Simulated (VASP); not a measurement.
# In (I4/mmm) in VASP: further runs, part 2 of 2

VASP 6.6.1.

### Step 4. Single point, LDA (26.52 Å³/atom)

This run uses another cell than the first one, of 26.52 Å³/atom.

Contents of INCAR:

```
SYSTEM = In
PREC = Accurate
ENCUT = 520
EDIFF = 1E-7
ISMEAR = 0
SIGMA = 0.15
LREAL = .FALSE.
LASPH = .TRUE.
NELM = 80
ALGO = Fast
ISIF = 2
LWAVE = .FALSE.
LCHARG = .FALSE.
NBANDS = 12
```

Contents of KPOINTS:

```
regular mesh
0
G
  22 22 22
  0 0 0
```

Contents of POSCAR:

```
In
1.0
   -1.6824905705      1.6824905705      2.3420268741
    1.6824905705     -1.6824905705      2.3420268741
    1.6824905705      1.6824905705     -2.3420268741
In
1
Direct
    0.0000000000      0.0000000000      0.0000000000
```

Potentials or basis: VASP PAW LDA potentials, release 64 (In_d).

On the command line:

```sh
> cat potpaw_LDA.64/In_d/POTCAR > POTCAR
> mpirun -np 1 vasp_std > vasp.out
```

OUTCAR:

```text
SYSTEM = In
   PREC = Accurate
   ENCUT = 520
   EDIFF = 1E-7
   ISMEAR = 0
   LREAL = .FALSE.
   LASPH = .TRUE.
   NELM = 80
   ISIF = 2

 ion  position               nearest neighbor table
   1  0.000  0.000  0.000-

  LATTYP: Found a body centered tetragonal cell.
 ALAT       =     3.3649811410
 C/A-ratio  =     1.3920000000

  Lattice vectors:

 A1 = (  -1.6824905705,   1.6824905705,   2.3420268741)
 A2 = (   1.6824905705,  -1.6824905705,   2.3420268741)
 A3 = (   1.6824905705,   1.6824905705,  -2.3420268741)

Analysis of symmetry for initial positions (statically):
=====================================================================
 Subroutine PRICEL returns:
 Original cell was already a primitive cell.

 Routine SETGRP: Setting up the symmetry group for a
 body centered tetragonal supercell.

 Subroutine GETGRP returns: Found 16 space group operations
 (whereof 16 operations were pure point group operations)
 out of a pool of 16 trial point group operations.

The static configuration has the point symmetry D_4h.

Analysis of symmetry for dynamics (positions and initial velocities):
=====================================================================
 Subroutine PRICEL returns:
 Original cell was already a primitive cell.

 Routine SETGRP: Setting up the symmetry group for a
 body centered tetragonal supercell.

 Subroutine GETGRP returns: Found 16 space group operations
 (whereof 16 operations were pure point group operations)
 out of a pool of 16 trial point group operations.

The dynamic configuration has the point symmetry D_4h.

 Subroutine INISYM returns: Found 16 space group operations
 (whereof 16 operations are pure point group operations),
 and found     1 'primitive' translations

----------------------------------------------------------------------------------------

                                     Primitive cell

  volume of cell :      26.5190

[... 109 lines left out ...]
  Thomas-Fermi vector in A             =   2.422641
   LORBIT       =      0    0 simple, 1 ext, 2 COOP (PROOUT), +10 PAW based schemes
   GGA     = CA    functional components
   LHFCALC =     F    Hartree Fock is set to
   AEXX    =    0.0000 exact exchange contribution
   IVDW    =     0    specifies the selected vdW correction
   LEPSILON=     F    determine dielectric tensor
   LRPA    =     F    only Hartree local field effects (RPA)
 non-spin polarized calculation
 RMM-DIIS sequential band-by-band and
 Gauss-broadening in eV      SIGMA  =   0.15
  energy-cutoff  :      520.00
  volume of cell :       26.52
 maximum number of plane-waves:       740
 NGX is ok and might be reduce to    28
   NGX = 13   NGY = 13   NGZ = 13

 number of electron      13.0000003 magnetization

 Free energy of the ion-electron system (eV)
  ---------------------------------------------------
  ext. energy  EPLUGINS =         0.00000000
  ---------------------------------------------------
  free energy    TOTEN  =        -3.20000285 eV

  energy without entropy =       -3.19445781  energy(sigma->0) =       -3.19723033

 E-fermi :   7.0539     XC(G=0): -10.4626

 val. band max:        7.0477048837   @ k =  -0.4091   0.4545   0.0909
 cond. band min:       7.0550901487   @ k =   0.3182   0.1364  -0.0000
 fundamental gap:      0.0073852650
 Fermi energy:         7.0539070860

 k-point     1 :       0.0000    0.0000    0.0000
  band No.  band energies     occupation
      1      -7.4775      2.00000
      2      -7.4775      2.00000
      3      -7.4567      2.00000
      4      -7.3124      2.00000
      5      -7.2918      2.00000
      6      -2.4068      2.00000
      7      17.3674      0.00000
      8      17.4083      0.00000
      9      17.4083      0.00000
     10      18.6671      0.00000
     11      20.9890      0.00000
     12      21.0087      0.00000
[... 331 lines left out ...]
 k-point    24 :      -0.4545    0.0455    0.0000
  band No.  band energies     occupation
      1      -7.5269      2.00000
      2      -7.4673      2.00000
      3      -7.4438      2.00000
      4      -7.1698      2.00000
      5      -7.1541      2.00000
      6       1.8737      2.00000
      7       4.8232      2.00000
      8      14.9188      0.00000
      9      15.1451      0.00000
     10      17.6256      0.00000
     11      19.9926      0.00000
     12      20.0916      0.00000

 [... further k-points ...]
[... 5 lines left out ...]
  --------------------------------------------------------------------------------------
  -------------------------------------------------------------------------------------
  Total       -0.4817237     -0.4817237     -0.5380426      0.0000000     -0.0000000      0.0000000
  in kB      -29.1039147    -29.1039147    -32.5064924      0.0000000     -0.0000000      0.0000000
  external PRESSURE =     -30.2381073 kB  Pullay stress =       0.0000000 kB

 VOLUME and BASIS-vectors are now :
 -----------------------------------------------------------------------------
  energy-cutoff  :      520.00
  volume of cell :       26.52
      direct lattice vectors                 reciprocal lattice vectors
    -1.682490570  1.682490570  2.342026874     0.000000000  0.297178486  0.213490291
     1.682490570 -1.682490570  2.342026874     0.297178486  0.000000000  0.213490291
     1.682490570  1.682490570 -2.342026874     0.297178486  0.297178486  0.000000000

 POSITION                                       TOTAL-FORCE (eV/Angst)
 -----------------------------------------------------------------------------------
      0.00000      0.00000      0.00000         0.000000      0.000000      0.000000
 -----------------------------------------------------------------------------------
    total drift:                               -0.000000     -0.000000     -0.000000

  FREE ENERGIE OF THE ION-ELECTRON SYSTEM (eV)
  ---------------------------------------------------
  free  energy   TOTEN  =        -3.2000028451 eV

  energy  without entropy=       -3.1944578116  energy(sigma->0) =       -3.19723033
```

OSZICAR:

```text
N       E                     dE             d eps       ncg     rms          rms(c)
DAV:   1     0.783064791805E+02    0.78306E+02   -0.62574E+03 20356   0.137E+03
DAV:   2     0.657979771916E+00   -0.77648E+02   -0.75617E+02 21016   0.293E+02
DAV:   3    -0.314087048252E+01   -0.37989E+01   -0.37860E+01 23848   0.649E+01
DAV:   4    -0.322891545713E+01   -0.88045E-01   -0.88019E-01 25388   0.990E+00
DAV:   5    -0.323285288577E+01   -0.39374E-02   -0.39373E-02 27876   0.185E+00    0.231E+00
RMM:   6    -0.320642313614E+01    0.26430E-01   -0.30742E-02 24506   0.271E+00    0.122E+00
RMM:   7    -0.320040231355E+01    0.60208E-02   -0.11377E-02 23752   0.127E+00    0.256E-01
RMM:   8    -0.319995062550E+01    0.45169E-03   -0.17190E-03 29313   0.662E-01    0.763E-02
RMM:   9    -0.319999749118E+01   -0.46866E-04   -0.57018E-04 30599   0.226E-01    0.249E-02
RMM:  10    -0.319999619126E+01    0.12999E-05   -0.14761E-04 26879   0.217E-01    0.507E-03
RMM:  11    -0.320000220173E+01   -0.60105E-05   -0.63040E-05 33334   0.778E-02    0.735E-03
RMM:  12    -0.320000233221E+01   -0.13048E-06   -0.95390E-06 28824   0.422E-02    0.220E-03
RMM:  13    -0.320000278157E+01   -0.44936E-06   -0.44390E-06 31201   0.191E-02    0.304E-03
RMM:  14    -0.320000284512E+01   -0.63553E-07   -0.59786E-07 18605   0.780E-03
   1 F= -.32000028E+01 E0= -.31972303E+01  d E =-.554503E-02
```

stdout:

```text
POSCAR found type information on POSCAR In
 POSCAR found :  1 types and       1 ions
 scaLAPACK will be used
 LDA part: xc-table for (Slater(with rela. corr.)+CA(PZ))
 , standard interpolation
 POSCAR, INCAR and KPOINTS ok, starting setup
 FFT: planning ... GRIDC
 FFT: planning ... GRID_SOFT
 FFT: planning ... GRID
 WAVECAR not read
 entering main loop
WARNING in EDDRMM: call to ZHEGV failed, returncode =   6  3     11
WARNING in EDDRMM: call to ZHEGV failed, returncode =   8  4     11
WARNING in EDDRMM: call to ZHEGV failed, returncode =   8  4     11
WARNING in EDDRMM: call to ZHEGV failed, returncode =   8  4     11
WARNING in EDDRMM: call to ZHEGV failed, returncode =   6  3     10
WARNING in EDDRMM: call to ZHEGV failed, returncode =   8  4     10
WARNING in EDDRMM: call to ZHEGV failed, returncode =   6  3     10
WARNING in EDDRMM: call to ZHEGV failed, returncode =   6  3     11
WARNING in EDDRMM: call to ZHEGV failed, returncode =   8  4     10
WARNING in EDDRMM: call to ZHEGV failed, returncode =   8  4     10
WARNING in EDDRMM: call to ZHEGV failed, returncode =   8  4     11
WARNING in EDDRMM: call to ZHEGV failed, returncode =   8  4     11
WARNING in EDDRMM: call to ZHEGV failed, returncode =   6  3      8
WARNING in EDDRMM: call to ZHEGV failed, returncode =   6  3      9
WARNING in EDDRMM: call to ZHEGV failed, returncode =   6  3      9
WARNING in EDDRMM: call to ZHEGV failed, returncode =   6  3      9
WARNING in EDDRMM: call to ZHEGV failed, returncode =   8  4     11
WARNING in EDDRMM: call to ZHEGV failed, returncode =   8  4     12
WARNING in EDDRMM: call to ZHEGV failed, returncode =   6  3     10
```

Wall time 8.2 min (1 thread of Intel Xeon Platinum 8259CL at 2.50GHz (Skylake/Cascade Lake), shared host); peak memory 0.35 GiB.

Results:

```
Free energy            : -3.2000 eV
Pressure               : -3.0 GPa
Band gap on the k mesh : zero (an odd number of electrons rules out a gap without spin polarisation)
```

Stress tensor (GPa, compression positive):
```
-2.91  0.00  0.00
 0.00 -2.91  0.00
 0.00  0.00 -3.25
```

Caveat: the cell stands under tension; spin-orbit coupling is left out, which moves the levels of the heavy elements.

### Step 5. The runs side by side

| cell | further INCAR settings | gap on the mesh (eV) | pressure (GPa) |
| --- | --- | --- | --- |
| a = 3.319 Å, angles 120.8, 120.8, 88.6°, 1 atom | ALGO = Fast; EDIFF = 1e-07; NBANDS = 12 | none | -1.6 |
| a = 3.387 Å, angles 122.2, 122.2, 86.3°, 1 atom | ALGO = Fast; EDIFF = 1e-06; NBANDS = 12 | none | -3.1 |
| a = 3.339 Å, angles 119.5, 119.5, 90.9°, 1 atom | ALGO = Fast; EDIFF = 1e-07; NBANDS = 12 | none | -3.0 |

Alike in all rows: task single point; level LDA; potentials or basis VASP PAW LDA potentials, release 64 (In_d); no spin polarisation; k mesh 22 × 22 × 22; cutoff (eV) 520; smearing gaussian 0.15 eV.

Caveats: spin-orbit coupling is left out, which moves the levels of the heavy elements; the cell stands under tension (at least some runs).

Absolute energies hang on the potentials; compare differences alone.
